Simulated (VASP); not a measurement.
Wanted: the native input for a VASP 6.6.1 run.

- Task: single point
- Functional: PBE
- Potentials or basis: VASP PAW PBE potentials, release 64 (Au)
- Cutoff: 520 eV
- k mesh: 32 × 32 × 32
- Occupations: gaussian, width 0.3 eV
- Spin: no spin polarisation
- Dipole correction: no
- Further INCAR settings: ALGO = Fast; EDIFF = 1e-07; NBANDS = 12

The structure of Au lies in POSCAR:

```
Au
1.0
    0.0000000000      2.0790000000      2.0790000000
    2.0790000000      0.0000000000      2.0790000000
    2.0790000000      2.0790000000      0.0000000000
Au
1
Direct
    0.0000000000      0.0000000000      0.0000000000
```

One way to write it, as run:

INCAR

```
SYSTEM = Au
  PREC = Accurate
  ENCUT = 520
  EDIFF = 1E-7
  ISMEAR = 0
  SIGMA = 0.3
  LREAL = .False.
  LASPH = .True.
  NELM = 100
  ALGO = Fast
  ISIF = 2
  LWAVE = .False.
  LCHARG = .False.
  GGA = PE
  NBANDS = 12
```

KPOINTS

```
Automatic mesh
0
Gamma
  32 32 32
  0 0 0
```

Potentials or basis: VASP PAW PBE potentials, release 64 (Au).

The run is started by

```console
$ cat potpaw_PBE.64/Au/POTCAR > POTCAR
$ mpirun -np 1 vasp_std > vasp.out
```

It gave:

```
Pressure               : -0.2 GPa
Band gap on the k mesh : zero (an odd number of electrons rules out a gap without spin polarisation)
```

Caveat: so wide a smearing shifts energies and pressures; spin-orbit coupling is left out, which moves the levels of the heavy elements.

Wall time 55 s on 1 thread of Intel(R) Xeon(R) 6975P-C (Granite Rapids), on a shared host, peak memory 0.31 GiB.
